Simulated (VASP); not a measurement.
Input of a VASP 6.6.1 run:

File INCAR:

```
  ALGO = Normal
  EDIFF = 1E-7
  ENCUT = 520
  GGA = PE
  ISIF = 2
  ISMEAR = 0
  LASPH = T
  LCHARG = F
  LREAL = F
  LWAVE = F
  NBANDS = 28
  NELM = 80
  PREC = Accurate
  SIGMA = 0.05
```

The input KPOINTS:

```
k-points
0
Gamma
  8 8 8
```

File POSCAR:

```
BaTiO3
1.0
    4.0192318615      0.0000000000      0.0000000000
    0.0000000000      4.0192318615      0.0000000000
    0.0000000000      0.0000000000      3.6977388148
Ba Ti O
1 1 3
Direct
    0.0000000000      0.0000000000      0.0000000000
    0.5000000000      0.5000000000      0.5000000000
    0.5000000000      0.5000000000      0.0000000000
    0.5000000000      0.0000000000      0.5000000000
    0.0000000000      0.5000000000      0.5000000000
```

Potentials or basis: VASP PAW PBE potentials, release 64 (Ba_sv, Ti_sv, O).

Launch:

```console
$ cat potpaw_PBE.64/Ba_sv/POTCAR potpaw_PBE.64/Ti_sv/POTCAR potpaw_PBE.64/O/POTCAR > POTCAR
$ mpirun -np 1 vasp_std > vasp.out
```

What does it give for the band gap on the k mesh?

1.66 eV, indirect (least direct gap 1.75 eV).

Estimate the pressure.

20.8 GPa.

Stress tensor (GPa, compression positive):
```
12.40  0.00  0.00
 0.00 12.40  0.00
 0.00  0.00 37.52
```

Caveat: the cell differs from its parent crystal (strain +0.000 along x and y, -0.080 along z); spin-orbit coupling is left out, which moves the levels of the heavy elements. A k mesh can miss the band edges.
